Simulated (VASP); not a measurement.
Runs of VASP 6.6.1 on Hf. The structure is that of space group P6_3/mmc (No. 194), or close to it. The cells are those of the table. 

| task | cell | k mesh | cutoff (eV) | gap on the mesh (eV) | pressure (GPa) | relaxed volume (Å³/atom) |
| --- | --- | --- | --- | --- | --- | --- |
| relaxation of cell and atoms | relaxed from a = 3.198, b = 3.198, c = 5.100 Å, angles 90.0, 90.0, 120.0°, 2 atoms | 18 × 18 × 8 | 600 | none | 0.0 | 22.44 |
| single point | a = 3.198, b = 3.198, c = 5.100 Å, angles 90.0, 90.0, 120.0°, 2 atoms | 6 × 6 × 4 | 500 | none | (b) | - |
| relaxation of cell and atoms | relaxed from a = 3.128, b = 3.128, c = 4.950 Å, angles 90.0, 90.0, 120.0°, 2 atoms | 6 × 6 × 4 | 500 | none | -0.1 | (a) |
| single point | a = 3.205, b = 3.205, c = 5.068 Å, angles 90.0, 90.0, 120.0°, 2 atoms | 18 × 18 × 8 | 520 | none | -0.5 | - |
| single point | a = 3.128, b = 3.128, c = 4.950 Å, angles 90.0, 90.0, 120.0°, 2 atoms | 6 × 6 × 4 | 500 | none | 8.2 | - |

Alike in all rows: level PBE; potentials or basis VASP PAW PBE potentials, release 64 (Hf_pv); no spin polarisation; smearing gaussian 0.1 eV.

Question: Fill in the values left out.

Answer: (a) 22.52; (b) -0.4.

Caveats: some runs use coarse meshes; spin-orbit coupling is left out, which moves the levels of the heavy elements.

A k mesh can miss the band edges, and the runs leave out spin-orbit coupling on Hf.

A gap of «none» marks levels without a gap at the run's occupations.
